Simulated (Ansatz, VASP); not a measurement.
Pd: VASP beside Ansatz

```
Pd
1.0
    -1.55575    1.55575    1.55575
     1.55575   -1.55575    1.55575
     1.55575    1.55575   -1.55575
Pd
1
Direct
  0.00000 0.00000 0.00000
```

Alike in both runs: functional r2SCAN; k mesh 18 × 18 × 18; occupations gaussian, width 0.1 eV; no spin polarisation.

Ansatz relaxed the structure, and its values are those at the end. VASP's run is a single point on that final structure, the one shown.

|  | VASP | Ansatz |
| --- | --- | --- |
| version | VASP 6.6.1 | Ansatz 0.2.0 |
| potentials or method | VASP PAW PBE potentials, release 64 (Pd), cutoff 550 eV | scalar-relativistic, plane waves, PAW |
| valence electrons in the cell | 10 | 18 |

|  | VASP | Ansatz | Ansatz less VASP |
| --- | --- | --- | --- |
| gap on the k mesh at the Fermi level (eV) | none | none | - |
| pressure (GPa) | 0.2 | 0.0 | -0.14 |

VASP's potentials were made for PBE, not for r2SCAN. A gap of «none» marks a metal or a gap that the smearing closes. VASP's potentials hold 10 valence electrons a cell and Ansatz's 18, so a difference there can come from the potentials and not from the codes.
